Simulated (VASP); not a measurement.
Set up this calculation in VASP 6.6.1, as the native input.

| Property | Result |
| --- | --- |
| Task | single point |
| Functional | PBE |
| Potentials or basis | VASP PAW PBE potentials, release 64 (N_h) |
| Cutoff | 910 eV |
| k mesh | 4 × 4 × 4 |
| Occupations | gaussian, width 0.02 eV |
| Spin | no spin polarisation |
| Dipole correction | no |
| Further INCAR settings | ALGO = Normal; EDIFF = 1e-06; NBANDS = 30 |

The structure of N lies in POSCAR:

```
N
1.0
    6.1100808470      0.0000000000      0.0000000000
    0.0000000000      6.1100808470      0.0000000000
    0.0000000000      0.0000000000      6.1100808470
N
8
Direct
    0.0520826981      0.0520826981      0.0520826981
    0.4479173019      0.9479173019      0.5520826981
    0.5520826981      0.4479173019      0.9479173019
    0.9479173019      0.5520826981      0.4479173019
    0.9479671705      0.9479671705      0.9479671705
    0.5520328295      0.0520328295      0.4479671705
    0.4479671705      0.5520328295      0.0520328295
    0.0520328295      0.4479671705      0.5520328295
```

One way to write it, as run:

INCAR

```
PREC = Accurate
ENCUT = 910
EDIFF = 1E-6
ISMEAR = 0
SIGMA = 0.02
LREAL = F
LASPH = T
NELM = 120
ALGO = Normal
ISIF = 2
LWAVE = F
LCHARG = F
GGA = PE
NBANDS = 30
GGA_COMPAT = F
```

KPOINTS

```
regular mesh
0
Gamma
  4 4 4
```

Potentials or basis: VASP PAW PBE potentials, release 64 (N_h).

Command:

```bash
$ cat potpaw_PBE.64/N_h/POTCAR > POTCAR
$ mpirun -np 1 vasp_std > vasp.out
```

It gave:

```yaml
Pressure: -0.1 GPa
Largest_force: 0.077 eV/Å
Band_gap_on_the_k_mesh: 7.68 eV (least direct gap 7.69 eV)
```

Caveat: the cutoff is under 1.25 times the usual one of these potentials, so pressure, stress and relaxed cells hold a basis-set (Pulay) error; this functional lacks dispersion, which holds the molecules together, so the pressure and a relaxed volume are unreliable.

Wall time 2.8 min on 1 thread of AMD EPYC 7R43 64-Core Processor (Zen 3), on a shared host, peak memory 0.5 GiB.
